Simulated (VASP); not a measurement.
# AlAs (F-43m) in VASP: single point with PBE

Aim: the single point of AlAs with PBE.

Program: VASP 6.6.1. These are calculated values, not measurements. Logs are shortened: lines on timing, memory, paths and dates and some standing lists are left out, and cuts for length are marked.

### Step 1. The cell of the first run

It takes space group F-43m (No. 216, cubic). The conventional cell has a = 5.661 Å, b = 5.661 Å, c = 5.661 Å, α = 90.00°, β = 90.00°, γ = 90.00°. As (site symmetry -43m) has 4 Al at 2.45 Å within 3.2 Å. Al (site symmetry -43m) has 4 As at 2.45 Å within 3.2 Å.

### Step 2. Single point, PBE

Contents of INCAR:

```
ALGO     = Normal         # electronic algorithm
EDIFF    = 1E-6           # SCF threshold, eV
ENCUT    = 500            # plane-wave cutoff, eV
GGA      = PE             # functional
GGA_COMPAT= False        
ISIF     = 2              # what is computed and relaxed
ISMEAR   = 0              # smearing method
LASPH    = True           # aspherical terms in the spheres
LCHARG   = True           # write CHGCAR
LELF     = True           # ELF
LREAL    = False          # projectors in reciprocal space
LVHAR    = True         
LWAVE    = False          # write WAVECAR
NBANDS   = 11             # bands
NELM     = 120            # most SCF steps
PREC     = Accurate       # precision mode
SIGMA    = 0.01           # smearing width, eV
```

Contents of KPOINTS:

```
k-points
0
Gamma
  4 4 4
```

Contents of POSCAR:

```
AlAs
1.0
    0.0000000000      2.8304000000      2.8304000000
    2.8304000000      0.0000000000      2.8304000000
    2.8304000000      2.8304000000      0.0000000000
As Al
1 1
Direct
    0.7500000000      0.7500000000      0.7500000000
    0.0000000000      0.0000000000      0.0000000000
```

Potentials or basis: VASP PAW PBE potentials, release 64 (As, Al).

The run is started by

```bash
$ cat potpaw_PBE.64/As/POTCAR potpaw_PBE.64/Al/POTCAR > POTCAR
$ mpirun -np 1 vasp_std > vasp.out
```

OUTCAR:

```text
EDIFF = 1E-6
   ENCUT = 500
   GGA = PE
   ISIF = 2
   ISMEAR = 0
   LASPH = True
   LREAL = False
   NELM = 120
   PREC = Accurate

 ion  position               nearest neighbor table
   1  0.750  0.750  0.750-   2 2.45   2 2.45   2 2.45   2 2.45
   2  0.000  0.000  0.000-   1 2.45   1 2.45   1 2.45   1 2.45

  LATTYP: Found a face centered cubic cell.
 ALAT       =     5.6608000000

  Lattice vectors:

 A1 = (   0.0000000000,   2.8304000000,   2.8304000000)
 A2 = (   2.8304000000,   0.0000000000,   2.8304000000)
 A3 = (   2.8304000000,   2.8304000000,   0.0000000000)

Analysis of symmetry for initial positions (statically):
=====================================================================
 Subroutine PRICEL returns:
 Original cell was already a primitive cell.

 Routine SETGRP: Setting up the symmetry group for a
 face centered cubic supercell.

 Subroutine GETGRP returns: Found 24 space group operations
 (whereof 24 operations were pure point group operations)
 out of a pool of 48 trial point group operations.

The static configuration has the point symmetry T_d .

Analysis of symmetry for dynamics (positions and initial velocities):
=====================================================================
 Subroutine PRICEL returns:
 Original cell was already a primitive cell.

 Routine SETGRP: Setting up the symmetry group for a
 face centered cubic supercell.

 Subroutine GETGRP returns: Found 24 space group operations
 (whereof 24 operations were pure point group operations)
 out of a pool of 48 trial point group operations.

The dynamic configuration has the point symmetry T_d .

 Subroutine INISYM returns: Found 24 space group operations
 (whereof 24 operations are pure point group operations),
 and found     1 'primitive' translations

----------------------------------------------------------------------------------------

                                     Primitive cell

  volume of cell :      45.3496

  direct lattice vectors                    reciprocal lattice vectors
     0.000000000  2.830400000  2.830400000    -0.176653477  0.176653477  0.176653477
     2.830400000  0.000000000  2.830400000     0.176653477 -0.176653477  0.176653477
     2.830400000  2.830400000  0.000000000     0.176653477  0.176653477 -0.176653477

  length of vectors
     4.002790067  4.002790067  4.002790067     0.305972797  0.305972797  0.305972797

  position of ions in fractional coordinates (direct lattice)
     0.750000000  0.750000000  0.750000000
     0.000000000  0.000000000  0.000000000

  ion indices of the primitive-cell ions
   primitive index   ion index
                 1           1
                 2           2

----------------------------------------------------------------------------------------

 KPOINTS: k-points

Automatic generation of k-mesh.
 Grid dimensions read from file:
 generate k-points for:    4    4    4

 Generating k-lattice:

  Cartesian coordinates                     Fractional coordinates (reciprocal lattice)
    -0.044163369  0.044163369  0.044163369     0.250000000  0.000000000  0.000000000
     0.044163369 -0.044163369  0.044163369     0.000000000  0.250000000  0.000000000
     0.044163369  0.044163369 -0.044163369     0.000000000  0.000000000  0.250000000

  Length of vectors
     0.076493199  0.076493199  0.076493199

  Shift w.r.t. Gamma in fractional coordinates (k-lattice)
     0.000000000  0.000000000  0.000000000

 Subroutine IBZKPT returns following result:
 ===========================================

 Found      8 irreducible k-points:

 Following reciprocal coordinates:
            Coordinates               Weight
  0.000000  0.000000  0.000000      1.000000
  0.250000  0.000000  0.000000      8.000000
  0.500000  0.000000  0.000000      4.000000
  0.250000  0.250000  0.000000      6.000000
  0.500000  0.250000  0.000000     24.000000
 -0.250000  0.250000  0.000000     12.000000
  0.500000  0.500000  0.000000      3.000000
 -0.250000  0.500000  0.250000      6.000000
   k-points           NKPTS =      8   k-points in BZ     NKDIM =      8   number of bands    NBANDS=     11
   number of dos      NEDOS =    301   number of ions     NIONS =      2
   total plane-waves  NPLWV =  27000
   dimension x,y,z NGX =    30 NGY =   30 NGZ =   30
   dimension x,y,z NGXF=    60 NGYF=   60 NGZF=   60
   ions per type =               1   1
   NGX,Y,Z   is equivalent  to a cutoff of  12.46, 12.46, 12.46 a.u.
   NGXF,Y,Z  is equivalent  to a cutoff of  24.92, 24.92, 24.92 a.u.
 SYSTEM =  unknown system
   PREC   = accura    normal or accurate (medium, high low for compatibility)
   ISTART =      0    job   : 0-new  1-cont  2-samecut
   ICHARG =      2    charge: 1-file 2-atom 10-const
   ISPIN  =      1    spin polarized calculation?
   LNONCOLLINEAR =      F non collinear calculations
   LSORBIT =      F    spin-orbit coupling
   LASPH  =      T    aspherical Exc in radial PAW
   ENCUT  =  500.0 eV  36.75 Ry    6.06 a.u.   7.30  7.30  7.30*2*pi/ulx,y,z
   NELM   =    120;   NELMIN=  2; NELMDL= -5     # of ELM steps
   EDIFF  = 0.1E-05   stopping-criterion for ELM
   LREAL  =      F    real-space projection
   EDIFFG = 0.1E-04   stopping-criterion for IOM
   NSW    =      0    number of steps for IOM
   IBRION =     -1    ionic relax: 0-MD 1-quasi-New 2-CG
   NFREE  =      0    steps in history (QN), initial steepest desc. (CG)
   ISIF   =      2    stress and relaxation
   ISYM   =      2    0-nonsym 1-usesym 2-fastsym
   POTIM  = 0.5000    time-step for ionic-motion
   TEBEG  =    0.0;   TEEND  =   0.0 temperature during run
   PSTRESS=    0.0 pullay stress
   NELECT =       8.0000    total number of electrons
   NUPDOWN=      -1.0000    fix difference up-down
   EMIN   =  10.00;   EMAX   =-10.00  energy-range for DOS
   EFERMI =   0.00;   METHOD = LEGACY
   ISMEAR =     0;   SIGMA  =   0.01  broadening in eV -4-tet -1-fermi 0-gaus
   EFERMI_NEDOS =   21; number of points for ismear=-14 and -15
   IALGO  =     38    algorithm
   IMIX   =      4    mixing-type and parameters
     AMIX     =   0.40;   BMIX     =  1.00
     AMIX_MAG =   1.60;   BMIX_MAG =  1.00
  volume/ion in A,a.u.               =      22.67       153.02
  Fermi-wavevector in a.u.,A,eV,Ry     =   0.918150  1.735052 11.469706  0.843000
  Thomas-Fermi vector in A             =   2.043199
   LORBIT       =      0    0 simple, 1 ext, 2 COOP (PROOUT), +10 PAW based schemes
   GGA     = PE    functional components
   LHFCALC =     F    Hartree Fock is set to
   AEXX    =    0.0000 exact exchange contribution
   IVDW    =     0    specifies the selected vdW correction
   LEPSILON=     F    determine dielectric tensor
   LRPA    =     F    only Hartree local field effects (RPA)
 non-spin polarized calculation
 Gauss-broadening in eV      SIGMA  =   0.01
  energy-cutoff  :      500.00
  volume of cell :       45.35
 maximum number of plane-waves:      1174
 NGX is ok and might be reduce to    30
   NGX = 15   NGY = 15   NGZ = 15

 number of electron       8.0000000 magnetization

 Free energy of the ion-electron system (eV)
  ---------------------------------------------------
  ext. energy  EPLUGINS =         0.00000000
  ---------------------------------------------------
  free energy    TOTEN  =        -9.25774194 eV

  energy without entropy =       -9.25774194  energy(sigma->0) =       -9.25774194

 E-fermi :   4.0202     XC(G=0):  -9.0213

 val. band max:        3.9293454478   @ k =   0.0000   0.0000   0.0000
 cond. band min:       5.3397409232   @ k =   0.5000   0.5000   0.0000
 fundamental gap:      1.4103954754
 Fermi energy:         4.0202326388

 k-point     1 :       0.0000    0.0000    0.0000
  band No.  band energies     occupation
      1      -7.9358      2.00000
      2       3.9293      2.00000
      3       3.9293      2.00000
      4       3.9293      2.00000
      5       5.9841      0.00000
      6       8.1886      0.00000
      7       8.1886      0.00000
      8       8.1886      0.00000
      9      12.7844      0.00000
     10      12.9152      0.00000
     11      12.9152      0.00000

 k-point     2 :       0.2500    0.0000    0.0000
  band No.  band energies     occupation
      1      -7.3559      2.00000
      2       0.5337      2.00000
      3       3.4471      2.00000
      4       3.4471      2.00000
      5       6.5303      0.00000
      6       8.8144      0.00000
      7       8.8144      0.00000
      8      10.3785      0.00000
      9      12.2110      0.00000
     10      12.2110      0.00000
     11      13.3102      0.00000

 k-point     3 :       0.5000    0.0000    0.0000
  band No.  band energies     occupation
      1      -6.5072      2.00000
      2      -1.6604      2.00000
      3       3.0995      2.00000
      4       3.0995      2.00000
      5       6.0553      0.00000
      6       8.5824      0.00000
      7       8.5824      0.00000
      8      11.6654      0.00000
      9      15.1258      0.00000
     10      15.4661      0.00000
     11      15.4661      0.00000

 k-point     4 :       0.2500    0.2500    0.0000
  band No.  band energies     occupation
      1      -7.1557      2.00000
      2       0.7102      2.00000
      3       2.5786      2.00000
      4       2.5786      2.00000
      5       6.4863      0.00000
      6       7.6872      0.00000
      7      10.7440      0.00000
      8      10.7440      0.00000
      9      11.3690      0.00000
     10      14.0102      0.00000
     11      16.1656      0.00000

 k-point     5 :       0.5000    0.2500    0.0000
  band No.  band energies     occupation
      1      -6.2751      2.00000
      2      -1.1350      2.00000
      3       1.1881      2.00000
      4       2.3056      2.00000
      5       6.4671      0.00000
      6       9.0845      0.00000
      7      10.2942      0.00000
      8      10.8440      0.00000
      9      14.2564      0.00000
     10      15.3533      0.00000
     11      16.8392      0.00000

 k-point     6 :      -0.2500    0.2500    0.0000
  band No.  band energies     occupation
      1      -6.5892      2.00000
      2      -0.6324      2.00000
      3       1.0462      2.00000
      4       3.0251      2.00000
      5       7.3074      0.00000
      6       9.6800      0.00000
      7       9.8113      0.00000
      8      10.2422      0.00000
      9      11.5555      0.00000
     10      14.2016      0.00000
     11      16.4001      0.00000

 k-point     7 :       0.5000    0.5000    0.0000
  band No.  band energies     occupation
      1      -5.9522      2.00000
      2      -1.5216      2.00000
      3       1.7453      2.00000
      4       1.7453      2.00000
      5       5.3397      0.00000
      6       6.2014      0.00000
      7      14.2484      0.00000
      8      14.2484      0.00000
      9      15.7115      0.00000
     10      16.4722      0.00000
     11      16.4722      0.00000

 k-point     8 :      -0.2500    0.5000    0.2500
  band No.  band energies     occupation
      1      -5.9197      2.00000
      2      -1.1808      2.00000
      3       0.7399      2.00000
      4       1.0904      2.00000
      5       8.2423      0.00000
      6       9.5586      0.00000
      7       9.6110      0.00000
      8       9.9631      0.00000
      9      14.5282      0.00000
     10      16.2093      0.00000
     11      16.5138      0.00000

------------------------ aborting loop because EDIFF is reached ----------------------------------------

  FORCE on cell =-STRESS in cart. coord.  units (eV):
  Direction    XX          YY          ZZ          XY          YZ          ZX
  --------------------------------------------------------------------------------------
  -------------------------------------------------------------------------------------
  Total        0.8689734      0.8689734      0.8689734      0.0000000      0.0000000      0.0000000
  in kB       30.7003717     30.7003717     30.7003717      0.0000000      0.0000000      0.0000000
  external PRESSURE =      30.7003717 kB  Pullay stress =       0.0000000 kB

 VOLUME and BASIS-vectors are now :
 -----------------------------------------------------------------------------
  energy-cutoff  :      500.00
  volume of cell :       45.35
      direct lattice vectors                 reciprocal lattice vectors
     0.000000000  2.830400000  2.830400000    -0.176653477  0.176653477  0.176653477
     2.830400000  0.000000000  2.830400000     0.176653477 -0.176653477  0.176653477
     2.830400000  2.830400000  0.000000000     0.176653477  0.176653477 -0.176653477

 POSITION                                       TOTAL-FORCE (eV/Angst)
 -----------------------------------------------------------------------------------
      4.24560      4.24560      4.24560         0.000000     -0.000000      0.000000
      0.00000      0.00000      0.00000        -0.000000      0.000000      0.000000
 -----------------------------------------------------------------------------------
    total drift:                                0.000000      0.000000      0.000000

  FREE ENERGIE OF THE ION-ELECTRON SYSTEM (eV)
  ---------------------------------------------------
  free  energy   TOTEN  =        -9.2577419397 eV

  energy  without entropy=       -9.2577419397  energy(sigma->0) =       -9.25774194
```

It took 4.2 s on 1 thread of AMD EPYC 9R45 (Zen 5), shared host; peak memory 0.13 GiB.

What came out:

| Quantity | Value |
| --- | --- |
| Free energy | -9.2577 eV |
| Pressure | 3.1 GPa |
| Band gap on the k mesh | 1.41 eV, indirect (least direct gap 2.05 eV) |

Levels at points of the mesh, in eV from the valence-band top:
| k point | band 1 | band 2 | band 3 | band 4 | band 5 | band 6 | band 7 | band 8 | band 9 |
| --- | --- | --- | --- | --- | --- | --- | --- | --- | --- |
| (0.00, 0.00, 0.00) | -11.87 | 0.00 | 0.00 | 0.00 | 2.05 | 4.26 | 4.26 | 4.26 | 8.86 |
| (0.50, 0.00, 0.00) | -10.44 | -5.59 | -0.83 | -0.83 | 2.13 | 4.65 | 4.65 | 7.74 | 11.20 |
| (0.50, 0.50, 0.00) | -9.88 | -5.45 | -2.18 | -2.18 | 1.41 | 2.27 | 10.32 | 10.32 | 11.78 |

Caveat: the k points lie up to 0.48 Å⁻¹ apart. A hybrid or GW would open this gap; PBE tends to underestimate it.
